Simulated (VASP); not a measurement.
Write the native input for VASP 6.6.1 that does the following.

```yaml
Task: single point
Functional: PBE
Potentials_or_basis: VASP PAW PBE potentials, release 64 (Ba_sv)
Cutoff: 520 eV
k_mesh: 14 × 14 × 14
Occupations: gaussian, width 0.15 eV
Spin: no spin polarisation
Dipole_correction: no
Further_INCAR_settings: ALGO = Fast; EDIFF = 1e-06; NBANDS = 11
```

The structure of Ba lies in POSCAR:

```
Ba
1.0
   -2.5000000000      2.5000000000      2.4625000000
    2.5000000000     -2.5000000000      2.4625000000
    2.5000000000      2.5000000000     -2.4625000000
Ba
1
Direct
    0.0000000000      0.0000000000      0.0000000000
```

This cell differs from its parent crystal: strain +0.000 along x and y, -0.015 along z.

One way to write it, as run:

INCAR

```
SYSTEM = Ba
  ALGO = Fast
  EDIFF = 1E-6
  ENCUT = 520
  GGA = PE
  ISIF = 2
  ISMEAR = 0
  LASPH = .TRUE.
  LCHARG = .FALSE.
  LREAL = .FALSE.
  LWAVE = .FALSE.
  NBANDS = 11
  NELM = 60
  PREC = Accurate
  SIGMA = 0.15
```

KPOINTS

```
k-points
0
G
  14 14 14
  0 0 0
```

Potentials or basis: VASP PAW PBE potentials, release 64 (Ba_sv).

Run with:

```bash
$ cat potpaw_PBE.64/Ba_sv/POTCAR > POTCAR
$ mpirun -np 1 vasp_std > vasp.out
```

Results of the run:

The pressure is 0.3 GPa. The band gap on the k mesh is zero (bands 5 and 6 overlap by 1.03 eV).

Caveat: the cell differs from its parent crystal (strain +0.000 along x and y, -0.015 along z); spin-orbit coupling is left out, which moves the levels of the heavy elements.

Wall time 44 s on 1 thread of AMD EPYC 9R45 96-Core Processor (Zen 5) (shared host), peak memory 0.27 GiB.
